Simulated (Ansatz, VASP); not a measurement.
**Two plane-wave programs on MgO**

File INCAR:

```
PREC = Accurate
ENCUT = 840
EDIFF = 1E-6
ISMEAR = 0
SIGMA = 0.05
LREAL = F
LASPH = T
NELM = 120
ALGO = Normal
ISIF = 2
LWAVE = F
LCHARG = T
GGA = CA
LELF = T
LVHAR = T
NBANDS = 42
GGA_COMPAT = F
```

KPOINTS

```
regular mesh
0
Gamma
  6 6 6
```

The input POSCAR:

```
MgO
1.0
    4.1607146133      0.0000000000      0.0000000000
    0.0000000000     -4.1607146133      0.0000000000
    0.0000000000      0.0000000000     -4.1607146133
Mg O
4 4
Direct
   -0.0176746333      1.0176746333      1.0499914124
    0.5000000000      0.5000000000      1.0000000000
    0.5000000000      1.0000000000      0.5000000000
    0.0000000000      0.5000000000      0.5000000000
    0.5000000000      0.0000000000      0.0000000000
    0.0000000000      0.5000000000      0.0000000000
    0.0000000000      0.0000000000      0.5000000000
    0.5000000000      0.5000000000      0.5000000000
```

Input for Ansatz:

```yaml
crystal:
  lattice:
    - [4.1607146133, 0.0, 0.0]
    - [0.0, -4.1607146133, 0.0]
    - [0.0, 0.0, -4.1607146133]
  atoms:
    - { symbol: Mg, position: [-0.0176746333, 1.0176746333, 1.0499914124] }
    - { symbol: Mg, position: [0.5, 0.5, 1.0] }
    - { symbol: Mg, position: [0.5, 1.0, 0.5] }
    - { symbol: Mg, position: [0.0, 0.5, 0.5] }
    - { symbol: O, position: [0.5, 0.0, 0.0] }
    - { symbol: O, position: [0.0, 0.5, 0.0] }
    - { symbol: O, position: [0.0, 0.0, 0.5] }
    - { symbol: O, position: [0.5, 0.5, 0.5] }
basis:
  ecutwfc: 420
kpoints:
  mp_grid: { grid: [6, 6, 6] }
hamiltonian:
  xc: lda
  pseudopotentials: { kind: paw, azcp: { folder: soft_1 } }
scf:
  occupations: { method: gaussian, width: 0.05 }
output:
  forces: true
  stress: true
  eigenvalues: true
  write_density: true
  write_potential: true
  elf: true
  volumetric_format: npy
```

Alike in both runs: task single point; functional LDA; k mesh 6 × 6 × 6; occupations gaussian, width 0.05 eV; no spin polarisation.

|  | VASP | Ansatz |
| --- | --- | --- |
| version | VASP 6.6.1 | Ansatz 0.2.0 |
| potentials or method | VASP PAW LDA potentials, release 64 (Mg_sv, O), cutoff 840 eV | scalar-relativistic, plane waves, PAW |
| valence electrons in the cell | 64 | 64 |

```tsv
	VASP	Ansatz	Ansatz less VASP
gap on the k mesh at the Fermi level (eV)	5.02	5.02	-0.006
least direct gap on the mesh (eV)	5.02	5.02	-0.006
pressure (GPa)	2.3	1.8	-0.50
traceless stress, the component that is largest in VASP (GPa)	2.50	2.43	-0.069
rms of the force components (eV/Å)	0.651	0.633	-0.0174
```

Ansatz warns that its potentials were made for another functional, while VASP's fit it. LDA's correlation is that of Perdew and Zunger in VASP and of Perdew and Wang (1992) in Ansatz. Atom by atom the forces differ by 0.019 eV/Å (rms over components).
